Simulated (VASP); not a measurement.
**Hf: single point with r2SCANh**

Crystal: Hf.

```
Hf
1.0
     2.95215    0.00000    0.00000
     0.00000    2.95215    0.00000
     0.00000    0.00000    2.95215
Hf
1
Direct
  0.50000 0.50000 0.50000
```

This isn't the form of Hf at room conditions, which is hcp.

- Program: VASP 6.6.1
- Task: single point
- Functional: r2SCANh
- Potentials or basis: VASP PAW PBE potentials, release 64 (Hf_pv)
- Cutoff: 520 eV
- k mesh: 5 × 5 × 5
- Occupations: fermi-dirac, width 0.05 eV
- Spin: no spin polarisation
- Dipole correction: no
- Grid for exact exchange (PRECFOCK): Normal
- Further INCAR settings: ALGO = Normal; EDIFF = 1e-07; NBANDS = 11
- Share of exact exchange: 0.1

```json
{
  "Pressure": "-4.0 GPa",
  "Band gap on the k mesh": "zero (bands 5 and 6 overlap by 2.15 eV)"
}
```

Levels at points of the mesh, in eV from the Fermi level:
```
           k point  band 3  band 4  band 5  band 6  band 7  band 8
(0.00, 0.00, 0.00)  -32.34   -7.31   -1.75   -1.75    6.96    6.96
```

Wall time 4.3 min on 1 thread of Intel(R) Xeon(R) Platinum 8488C (Sapphire Rapids) (shared host), peak memory 0.15 GiB.

Caveat: the k points lie up to 0.43 Å⁻¹ apart, too coarse for converged energies and pressures of a metal; the PAW data sets were made with another functional, which shifts forces and pressure a little; spin-orbit coupling is left out, which moves the levels of the heavy elements.
